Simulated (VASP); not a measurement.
# AlCu (P4mm) in VASP: a series of runs

AlCu is run at these levels: r2SCAN; tasks: single point.

Program: VASP 6.6.1. These are calculated values, not measurements. Logs are shortened: lines on timing, memory, paths and dates and some standing lists are left out, and cuts for length are marked.

## (1) The cell of the first run

It takes space group P4mm (No. 99, tetragonal). The conventional cell has a = 2.998 Å, b = 2.998 Å, c = 2.998 Å, α = 90.00°, β = 90.00°, γ = 90.00°. Within 3.1 Å of Al (site symmetry 4mm) lie 8 Cu at 2.34 to 2.91 Å and 6 Al at 3.00 Å. Within 3.1 Å of Cu (site symmetry 4mm) lie 8 Al at 2.34 to 2.91 Å and 6 Cu at 3.00 Å.

## (2) Single point, r2SCAN (all Cu atoms moved -0.500 Å, as atom 2 along Cartesian [0 0 1])

Input file POSCAR:

```
AlCu
1.0
    2.9975090000      0.0000000000      0.0000000000
    0.0000000000      2.9975090000      0.0000000000
    0.0000000000      0.0000000000      2.9975090000
Al Cu
1 1
Direct
    0.0000000000      0.0000000000      0.0000000000
    0.5000000000      0.5000000000      0.3331948294
```

Input file INCAR.step1:

```
  PREC = Accurate
  ENCUT = 520
  ISMEAR = 0
  SIGMA = 0.15
  LREAL = False
  LASPH = True
  NELM = 100
  NBANDS = 14
  GGA = PE
  ALGO = Normal
  EDIFF = 1E-4
  LWAVE = True
  LCHARG = False
```

Input file INCAR.step2:

```
  PREC = Accurate
  ENCUT = 520
  EDIFF = 1E-6
  ISMEAR = 0
  SIGMA = 0.15
  LREAL = False
  LASPH = True
  NELM = 100
  ALGO = Normal
  ISIF = 2
  LWAVE = False
  LCHARG = False
  METAGGA = R2SCAN
  LMIXTAU = True
  NBANDS = 14
  ISTART = 1
```

Input file KPOINTS:

```
regular mesh
0
Gamma
  16 16 16
```

Potentials or basis: VASP PAW PBE potentials, release 64 (Al, Cu).

Launch:

```console
$ cat potpaw_PBE.64/Al/POTCAR potpaw_PBE.64/Cu/POTCAR > POTCAR
$ cp INCAR.step1 INCAR
$ mpirun -np 1 vasp_std > vasp.out
$ cp INCAR.step2 INCAR
$ mpirun -np 1 vasp_std > vasp.out
```

OUTCAR:

```text
PREC = Accurate
   ENCUT = 520
   EDIFF = 1E-6
   ISMEAR = 0
   LREAL = False
   LASPH = True
   NELM = 100
   ISIF = 2
   METAGGA = R2SCAN
   ISTART = 1

 ion  position               nearest neighbor table
   1  0.000  0.000  0.000-   2 2.34   2 2.34   2 2.34   2 2.34   2 2.91   2 2.91   2 2.91   2 2.91

   2  0.500  0.500  0.333-   1 2.34   1 2.34   1 2.34   1 2.34   1 2.91   1 2.91   1 2.91   1 2.91

  LATTYP: Found a simple cubic cell.
 ALAT       =     2.9975090000

  Lattice vectors:

 A1 = (   2.9975090000,   0.0000000000,   0.0000000000)
 A2 = (   0.0000000000,   2.9975090000,   0.0000000000)
 A3 = (   0.0000000000,   0.0000000000,   2.9975090000)

Analysis of symmetry for initial positions (statically):
=====================================================================
 Subroutine PRICEL returns:
 Original cell was already a primitive cell.

 Routine SETGRP: Setting up the symmetry group for a
 simple cubic supercell.

 Subroutine GETGRP returns: Found  8 space group operations
 (whereof  8 operations were pure point group operations)
 out of a pool of 48 trial point group operations.

The static configuration has the point symmetry C_4v.

Analysis of symmetry for dynamics (positions and initial velocities):
=====================================================================
 Subroutine PRICEL returns:
 Original cell was already a primitive cell.

 Routine SETGRP: Setting up the symmetry group for a
 simple cubic supercell.

 Subroutine GETGRP returns: Found  8 space group operations
 (whereof  8 operations were pure point group operations)
 out of a pool of 48 trial point group operations.

The dynamic configuration has the point symmetry C_4v.

 Subroutine INISYM returns: Found  8 space group operations
 (whereof  8 operations are pure point group operations),
 and found     1 'primitive' translations

----------------------------------------------------------------------------------------

                                     Primitive cell

  volume of cell :      26.9328

  direct lattice vectors                    reciprocal lattice vectors
     2.997509000  0.000000000  0.000000000     0.333610341  0.000000000  0.000000000
     0.000000000  2.997509000  0.000000000     0.000000000  0.333610341  0.000000000
     0.000000000  0.000000000  2.997509000     0.000000000  0.000000000  0.333610341

  length of vectors
[... 92 lines left out ...]
   PSTRESS=    0.0 pullay stress
   NELECT =      14.0000    total number of electrons
   NUPDOWN=      -1.0000    fix difference up-down
   EMIN   =  10.00;   EMAX   =-10.00  energy-range for DOS
   EFERMI =   0.00;   METHOD = LEGACY
   ISMEAR =     0;   SIGMA  =   0.15  broadening in eV -4-tet -1-fermi 0-gaus
   EFERMI_NEDOS =   21; number of points for ismear=-14 and -15
   IALGO  =     38    algorithm
   IMIX   =      4    mixing-type and parameters
     AMIX     =   0.40;   BMIX     =  1.00
     AMIX_MAG =   1.60;   BMIX_MAG =  1.00
  volume/ion in A,a.u.               =      13.47        90.88
  Fermi-wavevector in a.u.,A,eV,Ry     =   1.316306  2.487459 23.574307  1.732663
  Thomas-Fermi vector in A             =   2.446428
   LORBIT       =      0    0 simple, 1 ext, 2 COOP (PROOUT), +10 PAW based schemes
   METAGGA = R2SCAN    functional components
   LHFCALC =     F    Hartree Fock is set to
   AEXX    =    0.0000 exact exchange contribution
   IVDW    =     0    specifies the selected vdW correction
   LEPSILON=     F    determine dielectric tensor
   LRPA    =     F    only Hartree local field effects (RPA)
 non-spin polarized calculation
 Gauss-broadening in eV      SIGMA  =   0.15
  energy-cutoff  :      520.00
  volume of cell :       26.93
 maximum number of plane-waves:       743
 NGX is ok and might be reduce to    24
   NGX = 11   NGY = 11   NGZ = 11

 number of electron      14.0000020 magnetization

 Free energy of the ion-electron system (eV)
  ---------------------------------------------------
  ext. energy  EPLUGINS =         0.00000000
  ---------------------------------------------------
  free energy    TOTEN  =       -17.39568531 eV

  energy without entropy =      -17.38962731  energy(sigma->0) =      -17.39265631

 E-fermi :   8.9370     XC(G=0): -12.3665

 val. band max:        8.9359712849   @ k =   0.0000   0.4375   0.3750
 cond. band min:       8.9412276603   @ k =   0.4375   0.4375   0.2500
 fundamental gap:      0.0052563754
 Fermi energy:         8.9370196149

 k-point     1 :       0.0000    0.0000    0.0000
  band No.  band energies     occupation
      1      -3.1232      2.00000
      2       3.5164      2.00000
      3       3.7040      2.00000
      4       4.5988      2.00000
      5       4.7649      2.00000
      6       4.7649      2.00000
      7      13.0693      0.00000
      8      13.0693      0.00000
      9      13.3808      0.00000
     10      15.5494      0.00000
     11      15.6081      0.00000
     12      19.3947      0.00000
     13      27.6141      0.00000
     14      27.6141      0.00000
[... 377 lines left out ...]
      1      -2.4303      2.00000
      2       3.5288      2.00000
      3       3.7871      2.00000
      4       4.4396      2.00000
      5       4.6132      2.00000
      6       4.7624      2.00000
      7       9.1942      0.01531
      8      13.1807      0.00000
      9      13.8936      0.00000
     10      16.5615      0.00000
     11      18.1758      0.00000
     12      22.0713      0.00000
     13      24.0473      0.00000
     14      24.4400      0.00000

 [... further k-points ...]

------------------------ aborting loop because EDIFF is reached ----------------------------------------

  FORCE on cell =-STRESS in cart. coord.  units (eV):
  Direction    XX          YY          ZZ          XY          YZ          ZX
  --------------------------------------------------------------------------------------
  -------------------------------------------------------------------------------------
  Total        1.4940396      1.4940396     -0.0048021      0.0000000     -0.0000000      0.0000000
  in kB       88.8773723     88.8773723     -0.2856643      0.0000000     -0.0000000      0.0000000
  external PRESSURE =      59.1563601 kB  Pullay stress =       0.0000000 kB

 VOLUME and BASIS-vectors are now :
 -----------------------------------------------------------------------------
  energy-cutoff  :      520.00
  volume of cell :       26.93
      direct lattice vectors                 reciprocal lattice vectors
     2.997509000  0.000000000  0.000000000     0.333610341  0.000000000  0.000000000
     0.000000000  2.997509000  0.000000000     0.000000000  0.333610341  0.000000000
     0.000000000  0.000000000  2.997509000     0.000000000  0.000000000  0.333610341

 POSITION                                       TOTAL-FORCE (eV/Angst)
 -----------------------------------------------------------------------------------
      0.00000      0.00000      0.00000        -0.000000      0.000000     -1.927027
      1.49875      1.49875      0.99875         0.000000     -0.000000      1.927027
 -----------------------------------------------------------------------------------
    total drift:                                0.000000     -0.000000     -0.003805

  FREE ENERGIE OF THE ION-ELECTRON SYSTEM (eV)
  ---------------------------------------------------
  free  energy   TOTEN  =       -17.3956853061 eV

  energy  without entropy=      -17.3896273123  energy(sigma->0) =      -17.39265631
```

Run time: 3.8 min. Hardware: 1 thread of AMD EPYC 9R45 (Zen 5), shared host; peak memory 0.24 GiB.

What came out:

* Free energy: -17.3957 eV
* Pressure: 5.9 GPa
* Largest force: 1.927 eV/Å
* Band gap on the k mesh: zero (bands 7 and 8 overlap by 5.14 eV)

Forces in eV/Å, atoms in the order of the input:
```
Al   0.000  0.000 -1.927
Cu   0.000  0.000  1.927
```

Caveat: the cell differs from its parent crystal (all Cu atoms moved -0.500 Å, as atom 2 along Cartesian [0 0 1]); the stress differs along the axes, from -0 to 9 GPa; the PAW data sets were made with another functional, which shifts forces and pressure a little.

## (3) Single point, r2SCAN (all Cu atoms moved +0.375 Å, as atom 2 along Cartesian [0 0 1])

Changes to POSCAR since step 2:

```diff
@@ -9,2 +9,2 @@
     0.0000000000      0.0000000000      0.0000000000
-    0.5000000000      0.5000000000      0.3331948294
+    0.5000000000      0.5000000000      0.6251038779
```

Input file INCAR.step1:

```
SYSTEM = AlCu
PREC = Accurate
ENCUT = 520
ISMEAR = 0
SIGMA = 0.15
LREAL = .FALSE.
LASPH = .TRUE.
NELM = 80
NBANDS = 14
GGA = PE
ALGO = Normal
EDIFF = 1E-4
LWAVE = .TRUE.
LCHARG = .FALSE.
```

Input file INCAR.step2:

```
SYSTEM = AlCu
PREC = Accurate
ENCUT = 520
EDIFF = 1E-6
ISMEAR = 0
SIGMA = 0.15
LREAL = .FALSE.
LASPH = .TRUE.
NELM = 80
ALGO = Normal
ISIF = 2
LWAVE = .FALSE.
LCHARG = .FALSE.
METAGGA = R2SCAN
LMIXTAU = .TRUE.
NBANDS = 14
ISTART = 1
```

Input file KPOINTS:

```
regular mesh
0
G
  16 16 16
  0 0 0
```

Potentials or basis: VASP PAW PBE potentials, release 64 (Al, Cu).

Launch:

```console
$ cat potpaw_PBE.64/Al/POTCAR potpaw_PBE.64/Cu/POTCAR > POTCAR
$ cp INCAR.step1 INCAR
$ mpirun -np 1 vasp_std > vasp.out
$ cp INCAR.step2 INCAR
$ mpirun -np 1 vasp_std > vasp.out
```

It took 3.9 min on 1 thread of AMD EPYC 9R45 (Zen 5), shared host; peak memory 0.24 GiB.

The run converged. Its results:

```
Free energy            : -17.6093 eV
Pressure               : 1.3 GPa
Largest force          : 1.478 eV/Å
Band gap on the k mesh : zero (bands 7 and 8 overlap by 5.07 eV)
```

Forces in eV/Å, atoms in the order of the input:
```
Al   0.000  0.000  1.478
Cu   0.000  0.000 -1.478
```

Stress tensor (GPa, compression positive):
```
 2.92  0.00  0.00
 0.00  2.92  0.00
 0.00  0.00 -1.94
```

Levels at points of the mesh, in eV from the Fermi level:
| k point | band 4 | band 5 | band 6 | band 7 | band 8 | band 9 | band 10 | band 11 |
| --- | --- | --- | --- | --- | --- | --- | --- | --- |
| (0.00, 0.00, 0.00) | -4.23 | -4.14 | -4.14 | 4.10 | 4.10 | 4.30 | 6.54 | 6.56 |
| (0.50, 0.00, 0.00) | -4.70 | -4.53 | -4.09 | -3.46 | 7.63 | 8.50 | 8.59 | 9.03 |
| (0.00, 0.00, 0.50) | -4.56 | -4.56 | -4.18 | -3.33 | 7.69 | 7.83 | 7.83 | 9.77 |
| (0.50, 0.50, 0.00) | -4.74 | -3.83 | -3.72 | -3.72 | -0.96 | -0.06 | 11.32 | 12.39 |
| (0.00, 0.50, 0.50) | -4.46 | -4.04 | -3.81 | -3.69 | -0.82 | -0.10 | 11.09 | 12.56 |
| (0.50, 0.50, 0.50) | -3.81 | -3.76 | 0.22 | 0.22 | 0.86 | 1.67 | 2.75 | 2.75 |

Caveat: the cell differs from its parent crystal (all Cu atoms moved +0.375 Å, as atom 2 along Cartesian [0 0 1]); the PAW data sets were made with another functional, which shifts forces and pressure a little.

## (4) Single point, r2SCAN (all Cu atoms moved -0.250 Å, as atom 2 along Cartesian [0 0 1])

Changes to POSCAR since step 3:

```diff
@@ -9,2 +9,2 @@
     0.0000000000      0.0000000000      0.0000000000
-    0.5000000000      0.5000000000      0.6251038779
+    0.5000000000      0.5000000000      0.4165974147
```

INCAR.step1 is that of step 3.

Input file INCAR.step2:

```
SYSTEM = AlCu
PREC = Accurate
ENCUT = 520
EDIFF = 1E-7
ISMEAR = 0
SIGMA = 0.15
LREAL = .FALSE.
LASPH = .TRUE.
NELM = 80
ALGO = Normal
ISIF = 2
LWAVE = .FALSE.
LCHARG = .TRUE.
METAGGA = R2SCAN
LMIXTAU = .TRUE.
LELF = .TRUE.
LVHAR = .TRUE.
NBANDS = 14
ISTART = 1
```

KPOINTS is that of step 3.

Launch:

```console
$ cat potpaw_PBE.64/Al/POTCAR potpaw_PBE.64/Cu/POTCAR > POTCAR
$ cp INCAR.step1 INCAR
$ mpirun -np 1 vasp_std > vasp.out
$ cp INCAR.step2 INCAR
$ mpirun -np 1 vasp_std > vasp.out
```

Wall time 4.5 min (1 thread of AMD EPYC 9R45 (Zen 5), shared host); peak memory 0.24 GiB.

The run converged. Its results:

```yaml
Free_energy: -17.7643 eV
Pressure: -2.1 GPa
Largest_force: 0.995 eV/Å
Band_gap_on_the_k_mesh: zero (bands 7 and 8 overlap by 5.00 eV)
```

Forces on the atoms (eV/Å):
```
Al   0.000  0.000 -0.995
Cu   0.000  0.000  0.995
```

Stress tensor (GPa, compression positive):
```
-1.40  0.00  0.00
 0.00 -1.40  0.00
 0.00  0.00 -3.51
```

Levels at points of the mesh, in eV from the Fermi level:
```tsv
k point	band 4	band 5	band 6	band 7	band 8	band 9	band 10	band 11
(0.00, 0.00, 0.00)	-4.14	-4.10	-4.10	4.08	4.08	4.17	6.48	6.48
(0.50, 0.00, 0.00)	-4.60	-4.53	-4.05	-3.40	7.52	8.47	8.71	8.81
(0.00, 0.00, 0.50)	-4.54	-4.54	-4.09	-3.34	7.55	8.08	8.08	9.45
(0.50, 0.50, 0.00)	-4.61	-3.85	-3.85	-3.78	-0.92	-0.08	11.10	12.70
(0.00, 0.50, 0.50)	-4.44	-4.04	-3.88	-3.75	-0.86	-0.10	10.99	12.91
(0.50, 0.50, 0.50)	-3.76	-3.74	0.44	0.44	0.76	1.83	2.47	2.47
```

Caveat: the cell differs from its parent crystal (all Cu atoms moved -0.250 Å, as atom 2 along Cartesian [0 0 1]); the PAW data sets were made with another functional, which shifts forces and pressure a little.

## (5) Single point, r2SCAN (all Cu atoms moved +0.438 Å, as atom 2 along Cartesian [0 0 1])

Changes to POSCAR since step 4:

```diff
@@ -9,2 +9,2 @@
     0.0000000000      0.0000000000      0.0000000000
-    0.5000000000      0.5000000000      0.4165974147
+    0.5000000000      0.5000000000      0.6459545242
```

Input file INCAR.step1:

```
SYSTEM = AlCu
ALGO = Normal
EDIFF = 1E-4
ENCUT = 520
GGA = PE
ISMEAR = 0
LASPH = .TRUE.
LCHARG = .FALSE.
LREAL = .FALSE.
LWAVE = .TRUE.
NBANDS = 14
NELM = 60
PREC = Accurate
SIGMA = 0.15
```

Input file INCAR.step2:

```
SYSTEM = AlCu
ALGO = Normal
EDIFF = 1E-7
ENCUT = 520
ISIF = 2
ISMEAR = 0
ISTART = 1
LASPH = .TRUE.
LCHARG = .FALSE.
LMIXTAU = .TRUE.
LREAL = .FALSE.
LWAVE = .FALSE.
METAGGA = R2SCAN
NBANDS = 14
NELM = 60
PREC = Accurate
SIGMA = 0.15
```

Input file KPOINTS:

```
k-points
0
G
  16 16 16
  0 0 0
```

Launch:

```console
$ cat potpaw_PBE.64/Al/POTCAR potpaw_PBE.64/Cu/POTCAR > POTCAR
$ cp INCAR.step1 INCAR
$ mpirun -np 1 vasp_std > vasp.out
$ cp INCAR.step2 INCAR
$ mpirun -np 1 vasp_std > vasp.out
```

It took 3.5 min on 1 thread of AMD EPYC 9R45 (Zen 5), shared host; peak memory 0.24 GiB.

Results (log left out):

| Item | Value |
| --- | --- |
| Free energy | -17.5095 eV |
| Pressure | 3.5 GPa |
| Largest force | 1.709 eV/Å |
| Band gap on the k mesh | zero (bands 7 and 8 overlap by 5.10 eV) |

Forces on the atoms (eV/Å):
```
Al   0.000  0.000  1.709
Cu   0.000  0.000 -1.709
```

Stress tensor (GPa, compression positive):
```
 5.70  0.00  0.00
 0.00  5.70  0.00
 0.00  0.00 -1.02
```

Levels at points of the mesh, in eV from the Fermi level:
| k point | band 3 | band 4 | band 5 | band 6 | band 7 | band 8 | band 9 | band 10 | band 11 | band 12 |
| --- | --- | --- | --- | --- | --- | --- | --- | --- | --- | --- |
| (0.00, 0.00, 0.00) | -5.22 | -4.28 | -4.15 | -4.15 | 4.12 | 4.12 | 4.37 | 6.58 | 6.61 | 10.54 |
| (0.50, 0.00, 0.00) | -4.98 | -4.76 | -4.54 | -4.11 | -3.49 | 7.71 | 8.48 | 8.51 | 9.20 | 9.22 |
| (0.00, 0.00, 0.50) | -5.11 | -4.57 | -4.57 | -4.23 | -3.32 | 7.70 | 7.70 | 7.78 | 9.94 | 9.94 |
| (0.50, 0.50, 0.00) | -4.79 | -4.79 | -3.86 | -3.66 | -3.66 | -0.99 | -0.05 | 11.46 | 12.27 | 12.27 |
| (0.00, 0.50, 0.50) | -4.65 | -4.48 | -4.04 | -3.82 | -3.59 | -0.79 | -0.10 | 11.16 | 12.38 | 13.48 |
| (0.50, 0.50, 0.50) | -5.71 | -3.85 | -3.78 | 0.09 | 0.09 | 0.93 | 1.60 | 2.91 | 2.91 | 3.31 |

Caveat: the cell differs from its parent crystal (all Cu atoms moved +0.438 Å, as atom 2 along Cartesian [0 0 1]); the stress differs along the axes, from -1 to 6 GPa; the PAW data sets were made with another functional, which shifts forces and pressure a little.

## (6) Overview

| cell | gap on the mesh (eV) | pressure (GPa) | largest force (eV/Å) |
| --- | --- | --- | --- |
| as given, atomic positions A | none | 5.9 | 1.93 |
| as given, atomic positions B | none | 1.3 | 1.48 |
| as given, atomic positions C | none | -2.1 | 0.99 |
| as given, atomic positions D | none | 3.5 | 1.71 |

Alike in all rows: task single point; level r2SCAN; potentials or basis VASP PAW PBE potentials, release 64 (Al, Cu); no spin polarisation; k mesh 16 × 16 × 16; cutoff (eV) 520; smearing gaussian 0.15 eV.

Caveats: the PAW data sets were made with another functional, which shifts forces and pressure a little; the stress differs along the axes, from -0 to 9 GPa (at least some runs); the stress differs along the axes, from -1 to 6 GPa (at least some runs).

Total energies depend on the potentials used, so only differences within one code and one set of settings carry meaning.
